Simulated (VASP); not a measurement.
Al30Cu (a cell with a defect), 31 atoms in the cell. The cell holds a defect, 31 atoms: a = 8.100 Å, b = 8.100 Å, c = 8.100 Å, α = 90.00°, β = 90.00°, γ = 90.00°. 

| Item | Value |
| --- | --- |
| Program | VASP 6.6.1 |
| Task | single point |
| Functional | PBEsol |
| Potentials or basis | VASP PAW PBE potentials, release 64 (Al, Cu) |
| Cutoff | 520 eV |
| k mesh | 3 × 3 × 3 |
| Occupations | gaussian, width 0.1 eV |
| Spin | no spin polarisation |
| Dipole correction | no |
| Further INCAR settings | LREAL = Auto; ALGO = Normal; EDIFF = 1e-06; NBANDS = 72 |

Potentials or basis: VASP PAW PBE potentials, release 64 (Al, Cu).

Run with:

```sh
$ cat potpaw_PBE.64/Al/POTCAR potpaw_PBE.64/Cu/POTCAR > POTCAR
$ mpirun -np 1 vasp_std > vasp.out
```

Hardware: 1 thread of Oxide Virtual Turin-like Processor (shared host).

**Question.** How long does it take, and how much memory?

**Answer.** It took 27 min on 1 thread of Oxide Virtual Turin-like Processor (shared host), peak memory 0.63 GiB. Counts: scf iterations 22, k points 14.
